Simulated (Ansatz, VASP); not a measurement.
## Two plane-wave programs on Te2Mo

Contents of INCAR:

```
PREC = Accurate ; ENCUT = 450
EDIFF = 1E-7 ; ISMEAR = 0
SIGMA = 0.02 ; LREAL = F
LASPH = T ; NELM = 120
ALGO = Normal ; ISIF = 2
LWAVE = F ; LCHARG = F
GGA = CA ; IBRION = 2
NSW = 60 ; EDIFFG = -0.008
GGA_COMPAT = F ; NELMIN = 4
```

KPOINTS

```
Automatic mesh
0
Gamma
  12 12 2
```

Contents of POSCAR:

```
Te2Mo
1.0
    3.4665480208      0.0000000000      0.0000000000
   -1.7332740104      3.0021186495      0.0000000000
    0.0000000000      0.0000000000     16.9942169875
Te Mo
2 1
Direct
    0.3333333333      0.6666666667      0.8960015717
    0.3333333333      0.6666666667      0.1039984283
    0.0000000000      0.0000000000      0.0000000000
```

Input for Ansatz:

```yaml
crystal:
  lattice:
    - [3.4665480208, 0.0, 0.0]
    - [-1.7332740104, 3.0021186495, 0.0]
    - [0.0, 0.0, 16.9942169875]
  atoms:
    - { symbol: Te, position: [0.3333333333, 0.6666666667, 0.8960015717] }
    - { symbol: Te, position: [0.3333333333, 0.6666666667, 0.1039984283] }
    - { symbol: Mo, position: [0.0, 0.0, 0.0] }
basis:
  ecutwfc: 420
kpoints:
  mp_grid: { grid: [12, 12, 2] }
hamiltonian:
  xc: lda
scf:
  occupations: { method: gaussian, width: 0.02 }
output:
  forces: true
  stress: true
  eigenvalues: true
relax:
  adjacent_minimum: "off"
  f_tol: 0.008
  max_steps: 40
```

Change from the starting cell: strain along c alone, the other axes held, atoms relaxed: -3.0 %.

Alike in both runs: task relaxation of the atoms; functional LDA; k mesh 12 × 12 × 2; occupations gaussian, width 0.02 eV; no spin polarisation.

|  | VASP | Ansatz |
| --- | --- | --- |
| version | VASP 6.6.1 | Ansatz 0.2.0 |
| potentials or method | VASP PAW LDA potentials, release 64 (Te, Mo_sv), cutoff 450 eV | scalar-relativistic, plane waves, PAW |
| valence electrons in the cell | 26 | 46 |

```tsv
	VASP	Ansatz	Ansatz less VASP
gap on the k mesh at the Fermi level, each at its own relaxed structure (eV)	1.25	1.24	-0.005
```

LDA's correlation is that of Perdew and Zunger in VASP and of Perdew and Wang (1992) in Ansatz. VASP's potentials hold 26 valence electrons a cell and Ansatz's 46, so a difference there can come from the potentials and not from the codes. Ansatz's warnings: stress scf threshold loose.

Spin-orbit coupling is off throughout.
